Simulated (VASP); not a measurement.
Crystal: Ga.

```
Ga
1.0
     3.81696   -2.32663    0.00000
     3.81696    2.32663    0.00000
     0.00000    0.00000    4.48825
Ga
4
Direct
  0.66555 0.00969 0.25000
  0.00969 0.66555 0.75000
  0.33445 0.99031 0.75000
  0.99031 0.33445 0.25000
```

Base run:

```yaml
Program: VASP 6.6.1
Functional: PBE
Potentials_or_basis: VASP PAW PBE potentials, release 64 (Ga_d)
Cutoff: 520 eV
k_mesh: 7 × 7 × 6
Occupations: fermi-dirac, width 0.05 eV
Spin: no spin polarisation
```

Its results: band gap on the k mesh zero (band 26 reaches 5.27 eV, above the bottom of band 27 at 4.54 eV); pressure 3.3 GPa; largest force 0.049 eV/Å.

Task: The run is repeated on the same cell with these changes: functional from PBE to LDA; potentials or basis from VASP PAW PBE potentials, release 64 (Ga_d) to VASP PAW LDA potentials, release 64 (Ga_d). What comes out?

Result: Band gap on the k mesh zero (band 26 reaches 5.01 eV, above the bottom of band 27 at 4.30 eV); pressure -2.2 GPa; largest force 0.043 eV/Å.
